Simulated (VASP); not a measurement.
# Sn3Te (Pm-3m) in VASP: notebook

Aim: see how the results for Sn3Te move with the level of theory and the settings. Levels: PBEsol, PBE. Tasks: relaxation of cell and atoms, single point.

Program: VASP 6.6.1. These are calculated values, not measurements. Logs are shortened: lines on timing, memory, paths and dates and some standing lists are left out, and cuts for length are marked.

## Step 1: The cell of the first run

It takes space group Pm-3m (No. 221, cubic). The conventional cell has a = 4.866 Å, b = 4.866 Å, c = 4.866 Å, α = 90.00°, β = 90.00°, γ = 90.00°. Te (site symmetry m-3m) has 12 Sn at 3.44 Å within 4.5 Å. Within 4.5 Å of Sn (site symmetry 4/mmm) lie 4 Te at 3.44 Å and 8 Sn at 3.44 Å.

## Step 2: Relaxation of cell and atoms, PBEsol, target pressure 2 GPa, at which the enthalpy is minimised

Contents of INCAR:

```
SYSTEM = Sn3Te
ALGO = Fast ; EDIFF = 1E-6
EDIFFG = -0.01 ; ENCUT = 600
GGA = PS ; IBRION = 2
ISIF = 3 ; ISMEAR = -1
LASPH = .True. ; LCHARG = .False.
LREAL = .False. ; LWAVE = .False.
NELM = 100 ; NSW = 60
PREC = Accurate ; PSTRESS = 20.0
SIGMA = 0.05
```

Contents of KPOINTS:

```
k-points
0
Gamma
  6 6 6
  0 0 0
```

Contents of POSCAR:

```
Sn3Te
1.0
    4.8656220000      0.0000000000      0.0000000000
    0.0000000000      4.8656220000      0.0000000000
    0.0000000000      0.0000000000      4.8656220000
Te Sn
1 3
Direct
    0.0000000000      0.0000000000      0.0000000000
    0.0000000000      0.5000000000      0.5000000000
    0.5000000000      0.0000000000      0.5000000000
    0.5000000000      0.5000000000      0.0000000000
```

Potentials or basis: VASP PAW PBE potentials, release 64 (Te, Sn_d).

Command:

```
$ cat potpaw_PBE.64/Te/POTCAR potpaw_PBE.64/Sn_d/POTCAR > POTCAR
$ mpirun -np 1 vasp_std > vasp.out
```

OUTCAR:

```text
SYSTEM = Sn3Te
   EDIFF = 1E-6
   EDIFFG = -0.01
   ENCUT = 600
   GGA = PS
   IBRION = 2
   ISIF = 3
   ISMEAR = -1
   LASPH = .True.
   LREAL = .False.
   NELM = 100
   NSW = 60
   PREC = Accurate
   PSTRESS = 20.0

 ion  position               nearest neighbor table
   1  0.000  0.000  0.000-   2 3.44   3 3.44   4 3.44   2 3.44   3 3.44   2 3.44   4 3.44   2 3.44
                             3 3.44   4 3.44   3 3.44   4 3.44
   2  0.000  0.500  0.500-   1 3.44   3 3.44   4 3.44   1 3.44   4 3.44   1 3.44   3 3.44   1 3.44
                             3 3.44   4 3.44   4 3.44   3 3.44
   3  0.500  0.000  0.500-   1 3.44   2 3.44   4 3.44   1 3.44   4 3.44   2 3.44   4 3.44   4 3.44
                             1 3.44   2 3.44   1 3.44   2 3.44
   4  0.500  0.500  0.000-   1 3.44   2 3.44   3 3.44   2 3.44   3 3.44   1 3.44   3 3.44   3 3.44
                             1 3.44   2 3.44   2 3.44   1 3.44

  LATTYP: Found a simple cubic cell.
 ALAT       =     4.8656220000

  Lattice vectors:

 A1 = (   4.8656220000,   0.0000000000,   0.0000000000)
 A2 = (   0.0000000000,   4.8656220000,   0.0000000000)
 A3 = (   0.0000000000,   0.0000000000,   4.8656220000)

Analysis of symmetry for initial positions (statically):
=====================================================================
 Subroutine PRICEL returns:
 Original cell was already a primitive cell.

 Routine SETGRP: Setting up the symmetry group for a
 simple cubic supercell.

 Subroutine GETGRP returns: Found 48 space group operations
 (whereof 48 operations were pure point group operations)
 out of a pool of 48 trial point group operations.

The static configuration has the point symmetry O_h .

Analysis of symmetry for dynamics (positions and initial velocities):
=====================================================================
 Subroutine PRICEL returns:
 Original cell was already a primitive cell.

 Routine SETGRP: Setting up the symmetry group for a
 simple cubic supercell.

 Subroutine GETGRP returns: Found 48 space group operations
 (whereof 48 operations were pure point group operations)
 out of a pool of 48 trial point group operations.

The dynamic configuration has the point symmetry O_h .

 Subroutine INISYM returns: Found 48 space group operations
 (whereof 48 operations are pure point group operations),
 and found     1 'primitive' translations

----------------------------------------------------------------------------------------

                                     Primitive cell

  volume of cell :     115.1901

  direct lattice vectors                    reciprocal lattice vectors
     4.865622000  0.000000000  0.000000000     0.205523569  0.000000000  0.000000000
     0.000000000  4.865622000  0.000000000     0.000000000  0.205523569  0.000000000
     0.000000000  0.000000000  4.865622000     0.000000000  0.000000000  0.205523569

  length of vectors
     4.865622000  4.865622000  4.865622000     0.205523569  0.205523569  0.205523569

  position of ions in fractional coordinates (direct lattice)
     0.000000000  0.000000000  0.000000000
     0.000000000  0.500000000  0.500000000
     0.500000000  0.000000000  0.500000000
     0.500000000  0.500000000  0.000000000

  ion indices of the primitive-cell ions
   primitive index   ion index
                 1           1
                 2           2
                 3           3
                 4           4

----------------------------------------------------------------------------------------

 KPOINTS: k-points

Automatic generation of k-mesh.
 Grid dimensions read from file:
 generate k-points for:    6    6    6

 Generating k-lattice:

  Cartesian coordinates                     Fractional coordinates (reciprocal lattice)
     0.034253928  0.000000000  0.000000000     0.166666667  0.000000000  0.000000000
     0.000000000  0.034253928  0.000000000     0.000000000  0.166666667  0.000000000
     0.000000000  0.000000000  0.034253928     0.000000000  0.000000000  0.166666667

  Length of vectors
     0.034253928  0.034253928  0.034253928

  Shift w.r.t. Gamma in fractional coordinates (k-lattice)
     0.000000000  0.000000000  0.000000000

 Subroutine IBZKPT returns following result:
 ===========================================

 Found     20 irreducible k-points:

 Following reciprocal coordinates:
            Coordinates               Weight
  0.000000  0.000000  0.000000      1.000000
  0.166667  0.000000  0.000000      6.000000
  0.333333  0.000000  0.000000      6.000000
  0.500000  0.000000  0.000000      3.000000
  0.166667  0.166667  0.000000     12.000000
  0.333333  0.166667  0.000000     24.000000
[... 12 lines left out ...]
  0.500000  0.500000  0.333333      6.000000
  0.500000  0.500000  0.500000      1.000000
   k-points           NKPTS =     20   k-points in BZ     NKDIM =     20   number of bands    NBANDS=     28
   number of dos      NEDOS =    301   number of ions     NIONS =      4
   total plane-waves  NPLWV =  64000
   dimension x,y,z NGX =    40 NGY =   40 NGZ =   40
   dimension x,y,z NGXF=    80 NGYF=   80 NGZF=   80
   ions per type =               1   3
   NGX,Y,Z   is equivalent  to a cutoff of  13.67, 13.67, 13.67 a.u.
   NGXF,Y,Z  is equivalent  to a cutoff of  27.33, 27.33, 27.33 a.u.
 SYSTEM =  Sn3Te
   PREC   = accura    normal or accurate (medium, high low for compatibility)
   ISTART =      0    job   : 0-new  1-cont  2-samecut
   ICHARG =      2    charge: 1-file 2-atom 10-const
   ISPIN  =      1    spin polarized calculation?
   LNONCOLLINEAR =      F non collinear calculations
   LSORBIT =      F    spin-orbit coupling
   LASPH  =      T    aspherical Exc in radial PAW
   ENCUT  =  600.0 eV  44.10 Ry    6.64 a.u.   9.72  9.72  9.72*2*pi/ulx,y,z
   NELM   =    100;   NELMIN=  2; NELMDL= -5     # of ELM steps
   EDIFF  = 0.1E-05   stopping-criterion for ELM
   LREAL  =      F    real-space projection
   EDIFFG = -.1E-01   stopping-criterion for IOM
   NSW    =     60    number of steps for IOM
   IBRION =      2    ionic relax: 0-MD 1-quasi-New 2-CG
   NFREE  =      1    steps in history (QN), initial steepest desc. (CG)
   ISIF   =      3    stress and relaxation
   ISYM   =      2    0-nonsym 1-usesym 2-fastsym
   POTIM  = 0.5000    time-step for ionic-motion
   TEBEG  =    0.0;   TEEND  =   0.0 temperature during run
   PSTRESS=   20.0 pullay stress
   NELECT =      48.0000    total number of electrons
   NUPDOWN=      -1.0000    fix difference up-down
   EMIN   =  10.00;   EMAX   =-10.00  energy-range for DOS
   EFERMI =   0.00;   METHOD = LEGACY
   ISMEAR =    -1;   SIGMA  =   0.05  broadening in eV -4-tet -1-fermi 0-gaus
   EFERMI_NEDOS =   21; number of points for ismear=-14 and -15
   IALGO  =     68    algorithm
   IMIX   =      4    mixing-type and parameters
     AMIX     =   0.40;   BMIX     =  1.00
     AMIX_MAG =   1.60;   BMIX_MAG =  1.00
  volume/ion in A,a.u.               =      28.80       194.34
  Fermi-wavevector in a.u.,A,eV,Ry     =   1.222785  2.310729 20.343484  1.495204
  Thomas-Fermi vector in A             =   2.357920
   LORBIT       =      0    0 simple, 1 ext, 2 COOP (PROOUT), +10 PAW based schemes
   GGA     = PS    functional components
   LHFCALC =     F    Hartree Fock is set to
   AEXX    =    0.0000 exact exchange contribution
   IVDW    =     0    specifies the selected vdW correction
   LEPSILON=     F    determine dielectric tensor
   LRPA    =     F    only Hartree local field effects (RPA)
 conjugate gradient relaxation of ions
 non-spin polarized calculation
 RMM-DIIS sequential band-by-band and
  energy-cutoff  :      600.00
  volume of cell :      115.19
 maximum number of plane-waves:      3887
 NGX is ok and might be reduce to    40
   NGX = 19   NGY = 19   NGZ = 19

--------------------------------------- Ionic step        1  -------------------------------------------

 number of electron      47.9999994 magnetization

 Free energy of the ion-electron system (eV)
  ---------------------------------------------------
  ext. energy  EPLUGINS =         0.00000000
  ---------------------------------------------------
  free energy    TOTEN  =       -16.07962343 eV

  energy without entropy =      -16.05551450  energy(sigma->0) =      -16.06756896

------------------------ aborting loop because EDIFF is reached ----------------------------------------

  FORCE on cell =-STRESS in cart. coord.  units (eV):
  Direction    XX          YY          ZZ          XY          YZ          ZX
  --------------------------------------------------------------------------------------
  -------------------------------------------------------------------------------------
  Total       -1.6875328     -1.6875328     -1.6875328     -0.0000000     -0.0000000      0.0000000
  in kB      -23.4718701    -23.4718701    -23.4718701     -0.0000000     -0.0000000      0.0000000
  external PRESSURE =     -43.4718701 kB  Pullay stress =      20.0000000 kB

 VOLUME and BASIS-vectors are now :
 -----------------------------------------------------------------------------
  energy-cutoff  :      600.00
  volume of cell :      115.19
      direct lattice vectors                 reciprocal lattice vectors
     4.865622000  0.000000000  0.000000000     0.205523569  0.000000000  0.000000000
     0.000000000  4.865622000  0.000000000     0.000000000  0.205523569  0.000000000
     0.000000000  0.000000000  4.865622000     0.000000000  0.000000000  0.205523569
[... 50 lines left out ...]
  FREE ENERGIE OF THE ION-ELECTRON SYSTEM (eV)
  ---------------------------------------------------
  free  energy   TOTEN  =       -16.0521647376 eV

  energy  without entropy=      -16.0253726419  energy(sigma->0) =      -16.03876869

  enthalpy is  TOTEN    =       -14.7708001866 eV   P V=        1.2813645510

--------------------------------------- Ionic step        3  -------------------------------------------

 number of electron      48.0000016 magnetization

 Free energy of the ion-electron system (eV)
  ---------------------------------------------------
  ext. energy  EPLUGINS =         0.00000000
  ---------------------------------------------------
  free energy    TOTEN  =       -16.10084073 eV

  energy without entropy =      -16.07385288  energy(sigma->0) =      -16.08734680

 E-fermi :   8.5490     XC(G=0): -10.6112

 val. band max:        8.5470772175   @ k =   0.5000   0.3333   0.0000
 cond. band min:       8.5631120087   @ k =   0.1667   0.0000   0.0000
 fundamental gap:      0.0160347912
 Fermi energy:         8.5489595938

 k-point     1 :       0.0000    0.0000    0.0000
  band No.  band energies     occupation
      1     -13.0046      2.00000
      2     -13.0046      2.00000
      3     -13.0046      2.00000
      4     -12.9635      2.00000
      5     -12.9610      2.00000
      6     -12.9610      2.00000
[... 20 lines left out ...]
     27      10.5714      0.00000
[... 610 lines left out ...]
 POSITION                                       TOTAL-FORCE (eV/Angst)
 -----------------------------------------------------------------------------------
      0.00000      0.00000      0.00000        -0.000000     -0.000000      0.000000
     -0.00000      2.36206      2.36206        -0.000000     -0.000000      0.000000
      2.36206     -0.00000      2.36206        -0.000000     -0.000000      0.000000
      2.36206      2.36206      0.00000         0.000000      0.000000      0.000000
 -----------------------------------------------------------------------------------
    total drift:                               -0.000000     -0.000000     -0.000000

  FREE ENERGIE OF THE ION-ELECTRON SYSTEM (eV)
  ---------------------------------------------------
  free  energy   TOTEN  =       -16.1008407256 eV

  energy  without entropy=      -16.0738528790  energy(sigma->0) =      -16.08734680

  enthalpy is  TOTEN    =       -14.7847612083 eV   P V=        1.3160795172

 reached required accuracy - stopping structural energy minimisation
```

Run time: 97 s. Hardware: 1 thread of Intel Xeon 6975P-C (Granite Rapids), shared host; peak memory 0.28 GiB.

Results:

```
Free energy                                                : -16.1008 eV
Relaxed volume                                             : 26.36 Å³/atom
Relaxed cell                                               : a = 4.724 Å, b = 4.724 Å, c = 4.724 Å, α = 90.00°, β = 90.00°, γ = 90.00°
Space group after relaxing (to 0.1 Å)                      : Pm-3m (No. 221)
Energy change on relaxing (the run minimises the enthalpy) : -5.3 meV/atom
Ionic steps                                                : 3
Pressure after relaxing                                    : 2.0 GPa
Band gap on the k mesh                                     : zero (bands 24 and 25 overlap by 3.78 eV)
```

The path:
```csv
step,energy change (eV),largest force (eV/Å),pressure (GPa),volume (Å³)
1,0.0000,0.0000,-2.35,115.19
2,0.0275,0.0000,3.73,102.65
3,-0.0212,0.0000,2.01,105.43
```

Final structure:
```yaml
crystal:
  lattice:
    - [4.72412, 0.00000, 0.00000]
    - [0.00000, 4.72412, 0.00000]
    - [0.00000, 0.00000, 4.72412]
  atoms:
    - { symbol: Te, position: [0.00000, 0.00000, 0.00000] }
    - { symbol: Sn, position: [0.00000, 0.50000, 0.50000] }
    - { symbol: Sn, position: [0.50000, 0.00000, 0.50000] }
    - { symbol: Sn, position: [0.50000, 0.50000, 0.00000] }
```

Levels at points of the mesh, in eV from the Fermi level:
| k point | band 20 | band 21 | band 22 | band 23 | band 24 | band 25 | band 26 | band 27 | band 28 |
| --- | --- | --- | --- | --- | --- | --- | --- | --- | --- |
| (0.00, 0.00, 0.00) | -4.61 | -4.61 | -4.61 | 0.46 | 0.46 | 0.46 | 2.02 | 2.02 | 2.02 |
| (0.50, 0.00, 0.00) | -3.37 | -3.37 | -1.96 | -1.96 | -1.62 | -0.55 | 2.25 | 2.56 | 2.59 |
| (0.50, 0.50, 0.00) | -2.45 | -2.02 | -1.87 | -1.87 | -0.64 | -0.21 | -0.21 | 0.05 | 3.82 |
| (0.50, 0.50, 0.50) | -5.69 | -5.69 | -5.69 | -4.77 | 3.24 | 3.24 | 3.24 | 5.87 | 5.91 |

Caveat: the cell is relaxed towards a set pressure, so the run minimises the enthalpy, not the energy; the PAW data sets were made with another functional, which shifts forces and pressure a little; spin-orbit coupling is left out, which moves the levels of the heavy elements.

(Part 1 of 3 ends here.)
